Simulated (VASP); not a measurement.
The system is SnO2 (Cassiterite).

```
Sn O
1.0
     4.73800    0.00000    0.00000
     0.00000    4.73800    0.00000
     0.00000    0.00000    3.18650
Sn O
2 4
Direct
  0.00000 0.00000 0.00000
  0.50000 0.50000 0.50000
  0.30710 0.30710 0.00000
  0.19290 0.80710 0.50000
  0.69290 0.69290 0.00000
  0.80710 0.19290 0.50000
```

| Property | Result |
| --- | --- |
| Program | VASP 6.6.1 |
| Task | relaxation of cell and atoms |
| Functional | PBE |
| Potentials or basis | VASP PAW PBE potentials, release 64 (Sn_d, O) |
| Cutoff | 600 eV |
| k mesh | 6 × 6 × 8 |
| Occupations | gaussian, width 0.01 eV |
| Spin | no spin polarisation |

At the start: pressure 11.6 GPa; volume 11.92 Å³/atom.

Problem. How do energy, volume and symmetry change on relaxing?

Solution. Over 8 steps the energy falls by 23.7 meV/atom and the volume is 12.61 Å³/atom (+5.8 %); space group P4_2/mnm (No. 136, to 0.05 Å).

Step by step:
```csv
step,energy change (eV),largest force (eV/Å),pressure (GPa),volume (Å³)
1,0.0000,0.2935,11.61,71.53
2,0.0636,0.3605,-10.52,80.85
3,-0.1403,0.0638,0.00,75.51
4,-0.1403,0.0579,0.21,75.43
5,-0.1420,0.0032,0.10,75.57
6,-0.1421,0.0194,0.06,75.63
7,-0.1422,0.0006,-0.12,75.68
8,-0.1422,0.0043,-0.04,75.67
```

Final structure:
```
Sn O
1.0
     4.83034    0.00000    0.00000
     0.00000    4.83034    0.00000
     0.00000    0.00000    3.24328
Sn O
2 4
Direct
  0.00000 0.00000 0.00000
  0.50000 0.50000 0.50000
  0.30658 0.30658 0.00000
  0.19342 0.80658 0.50000
  0.69342 0.69342 0.00000
  0.80658 0.19342 0.50000
```
